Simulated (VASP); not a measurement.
# NaH: single point with r2SCAN

The system is NaH.

```
Na H
1.0
     0.00000    2.39751    2.39751
     2.39751    0.00000    2.39751
     2.39751    2.39751    0.00000
Na H
1 1
Cartesian
  0.0000 0.0000 0.0000
  2.3975 2.3975 2.3975
```

```yaml
Program: VASP 6.6.1
Task: single point
Functional: r2SCAN
Potentials_or_basis: VASP PAW PBE potentials, release 64 (Na_pv, H)
Cutoff: 520 eV
k_mesh: 4 × 4 × 4
Occupations: gaussian, width 0.01 eV
Spin: no spin polarisation
```

| Property | Result |
| --- | --- |
| Pressure | -0.3 GPa |
| Band gap on the k mesh | 4.41 eV, indirect (least direct gap 5.26 eV) |

Levels at points of the mesh, in eV from the valence-band top:
```csv
k point,band 1,band 2,band 3,band 4,band 5,band 6,band 7,band 8
"(0.00, 0.00, 0.00)",-22.86,-22.86,-22.86,-3.62,11.66,16.53,16.53,16.53
"(0.50, 0.00, 0.00)",-22.95,-22.87,-22.87,-0.84,4.41,11.86,14.06,14.06
"(0.50, 0.50, 0.00)",-22.94,-22.89,-22.89,-0.17,5.24,10.80,11.54,11.54
```

Run time: 15 s on 1 thread of Intel Xeon 6975P-C (shared host), peak memory 0.15 GiB.

Caveat: the k points lie up to 0.57 Å⁻¹ apart; the PAW data sets were made with another functional, which shifts forces and pressure a little. A k mesh can miss the band edges.
